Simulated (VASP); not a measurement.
Set up this calculation in VASP 6.6.1, as the native input.

* Task: single point
* Functional: r2SCAN
* Potentials or basis: VASP PAW PBE potentials, release 64 (Zr_sv, S)
* Cutoff: 520 eV
* k mesh: 20 × 20 × 20
* Occupations: gaussian, width 0.15 eV
* Spin: no spin polarisation
* Dipole correction: no
* Further INCAR settings: ALGO = Normal; EDIFF = 1e-06; NBANDS = 16

Crystal: ZrS.

```
Zr S
1.0
     0.00000    2.61246    2.53409
     2.61246    0.00000    2.53409
     2.61246    2.61246    0.00000
Zr S
1 1
Direct
  0.00000 0.00000 0.00000
  0.50000 0.50000 0.50000
```

This cell differs from its parent crystal: strain +0.000 along x and y, -0.030 along z.

The input as run:

POSCAR

```
ZrS
1.0
    0.0000000000      2.6124645017      2.5340905666
    2.6124645017      0.0000000000      2.5340905666
    2.6124645017      2.6124645017      0.0000000000
Zr S
1 1
Direct
    0.0000000000      0.0000000000      0.0000000000
    0.5000000000      0.5000000000      0.5000000000
```

INCAR.step1

```
SYSTEM = ZrS
PREC = Accurate ; ENCUT = 520
ISMEAR = 0 ; SIGMA = 0.15
LREAL = .False. ; LASPH = .True.
NELM = 80 ; NBANDS = 16
GGA = PE ; ALGO = Normal
EDIFF = 1E-4 ; LWAVE = .True.
LCHARG = .False.
```

INCAR.step2

```
SYSTEM = ZrS
PREC = Accurate ; ENCUT = 520
EDIFF = 1E-6 ; ISMEAR = 0
SIGMA = 0.15 ; LREAL = .False.
LASPH = .True. ; NELM = 80
ALGO = Normal ; ISIF = 2
LWAVE = .False. ; LCHARG = .False.
METAGGA = R2SCAN ; LMIXTAU = .True.
NBANDS = 16 ; ISTART = 1
```

KPOINTS

```
regular mesh
0
Gamma
  20 20 20
  0 0 0
```

Potentials or basis: VASP PAW PBE potentials, release 64 (Zr_sv, S).

The run is started by

```bash
$ cat potpaw_PBE.64/Zr_sv/POTCAR potpaw_PBE.64/S/POTCAR > POTCAR
$ cp INCAR.step1 INCAR
$ mpirun -np 1 vasp_std > vasp.out
$ cp INCAR.step2 INCAR
$ mpirun -np 1 vasp_std > vasp.out
```

It gave:

The pressure is 4.9 GPa and the band gap on the k mesh is zero (bands 9 and 10 overlap by 3.18 eV).

Caveat: the cell differs from its parent crystal (strain +0.000 along x and y, -0.030 along z); the cell stands under pressure; the PAW data sets were made with another functional, which shifts forces and pressure a little.

It took 14 min on 1 thread of Intel(R) Xeon(R) Platinum 8375C CPU @ 2.90GHz (Ice Lake), with other jobs on the host, peak memory 0.44 GiB.
